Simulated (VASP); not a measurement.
# Al2O3: single point with PBEsol

Crystal: Al2O3.

```
CELL_PARAMETERS angstrom
3.02854 0.00000 0.00000
-1.51427 2.62279 0.00000
0.00000 0.00000 8.46871
ATOMIC_POSITIONS crystal
Al 0.00000 0.00000 0.14999
Al 0.00000 0.00000 0.85001
O 0.33333 0.66667 0.22232
O 0.66667 0.33333 0.00000
O 0.33333 0.66667 0.77768
```

| Property | Result |
| --- | --- |
| Program | VASP 6.6.1 |
| Task | single point |
| Functional | PBEsol |
| Potentials or basis | VASP PAW PBE potentials, release 64 (Al, O) |
| Cutoff | 520 eV |
| k mesh | 12 × 12 × 2 |
| Occupations | gaussian, width 0.05 eV |
| Spin | no spin polarisation |

```json
{"Pressure": "-8.6 GPa", "Largest force": "2.095 eV/Å", "Band gap on the k mesh": "3.23 eV, indirect (least direct gap 3.50 eV)"}
```

Forces on the atoms (eV/Å):
```
Al   0.000  0.000  2.095
Al   0.000  0.000 -2.095
O    0.000  0.000  0.066
O    0.000  0.000  0.000
O    0.000  0.000 -0.066
```

Stress tensor (GPa, compression positive):
```
-19.47   0.00   0.00
  0.00 -19.47   0.00
  0.00   0.00  13.10
```

Levels at points of the mesh, in eV from the valence-band top:
```csv
k point,band 9,band 10,band 11,band 12,band 13,band 14,band 15,band 16
"(0.00, 0.00, 0.00)",-1.61,-1.28,-1.28,-0.27,3.23,6.24,6.81,8.88
"(0.50, 0.00, 0.00)",-2.15,-1.38,-0.79,-0.63,5.95,8.45,8.46,10.70
"(0.00, 0.00, 0.50)",-1.61,-1.28,-1.28,-0.38,3.37,6.10,6.66,9.30
"(0.50, 0.00, 0.50)",-2.16,-1.38,-0.81,-0.60,5.96,8.33,8.65,10.10
```

Wall time 68 s on 1 thread of Intel Xeon 8259CL (shared host), peak memory 0.2 GiB.

Caveat: the PAW data sets were made with another functional, which shifts forces and pressure a little. Expect the measured gap to be larger: semilocal functionals such as PBEsol lack the derivative discontinuity.
